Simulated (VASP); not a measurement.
Here is a VASP 6.6.1 calculation.

INCAR

```
SYSTEM = CoO
ALGO = Normal
EDIFF = 1E-6
ENCUT = 520
GGA = PS
ISIF = 2
ISMEAR = 0
ISPIN = 2
LASPH = .TRUE.
LCHARG = .FALSE.
LMAXMIX = 4
LORBIT = 11
LREAL = .FALSE.
LWAVE = .FALSE.
MAGMOM = 1.04 0.05
NBANDS = 18
NELM = 150
NUPDOWN = 1.0
PREC = Accurate
SIGMA = 0.1
```

File KPOINTS:

```
k-points
0
G
  16 16 16
  0 0 0
```

Contents of POSCAR:

```
CoO
1.0
    2.5724609762      0.0000000000      0.0000000000
    0.0000000000      2.5724609762      0.0000000000
    0.0000000000      0.0000000000      2.5724609762
Co O
1 1
Direct
    0.0000000000      0.0000000000      0.0000000000
    0.5000000000      0.5000000000      0.5000000000
```

Potentials or basis: VASP PAW PBE potentials, release 64 (Co, O).

The run is started by

```sh
$ cat potpaw_PBE.64/Co/POTCAR potpaw_PBE.64/O/POTCAR > POTCAR
$ mpirun -np 1 vasp_std > vasp.out
```

Q: Estimate the pressure.

A: -14.1 GPa.

Caveat: the PAW data sets were made with another functional, which shifts forces and pressure a little; the total moment is fixed, so each spin has its own Fermi level; a cell with one magnetic atom can't hold antiferromagnetic order, which such compounds often take.
